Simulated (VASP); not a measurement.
Write the native input for VASP 6.6.1 that does the following.

```
Task                   : single point
Functional             : PBE
Potentials or basis    : VASP PAW PBE potentials, release 64 (Ba_sv, Cr_pv)
Cutoff                 : 520 eV
k mesh                 : 4 × 4 × 4
Occupations            : gaussian, width 0.1 eV
Spin                   : collinear spin, ferrimagnetic start
Starting moments       : [0.0, 0.0, -3.06, -3.06, 3.27, 3.27] μB
Dipole correction      : no
Further INCAR settings : ALGO = Fast; EDIFF = 1e-07; NBANDS = 47
```

The structure of BaCr2 lies in POSCAR:

```
BaCr2
1.0
    4.2957028310      0.0000000000      0.0000000000
    0.0000000000      4.2957028310      0.0000000000
    0.0000000000      0.0000000000      9.1955535524
Ba Cr
2 4
Direct
    0.0000000000      0.5000000000      0.6995147845
    0.5000000000      0.0000000000      0.3004852155
    0.0000000000      0.0000000000      0.0000000000
    0.5000000000      0.5000000000      0.0000000000
    0.0000000000      0.5000000000      0.1193065292
    0.5000000000      0.0000000000      0.8806934708
```

The input as run:

INCAR

```
PREC = Accurate ; ENCUT = 520
EDIFF = 1E-7 ; ISMEAR = 0
SIGMA = 0.1 ; LREAL = F
LASPH = T ; NELM = 150
ALGO = Fast ; ISIF = 2
LWAVE = F ; LCHARG = F
ISPIN = 2 ; MAGMOM = 0 0 -3.06 -3.06 3.27 3.27
LORBIT = 11 ; LMAXMIX = 4
GGA = PE ; NBANDS = 47
```

KPOINTS

```
regular mesh
0
Gamma
  4 4 4
```

Potentials or basis: VASP PAW PBE potentials, release 64 (Ba_sv, Cr_pv).

Launch:

```sh
$ cat potpaw_PBE.64/Ba_sv/POTCAR potpaw_PBE.64/Cr_pv/POTCAR > POTCAR
$ mpirun -np 1 vasp_std > vasp.out
```

It gave:

| Quantity | Value |
| --- | --- |
| Pressure | 0.5 GPa |
| Largest force | 0.095 eV/Å |
| Net moment | 0.95 μB per cell |
| Site moments | Ba +0.01; Cr -2.37, +2.72 (each value once) μB |
| Valence electrons inside the program's atomic spheres | Ba 7.97; Cr 10.83, 10.86 (each value once) |

Caveat: the k points lie up to 0.37 Å⁻¹ apart.

Wall time 8.6 min on 1 thread of Intel Xeon 8259CL (shared host), peak memory 0.43 GiB.
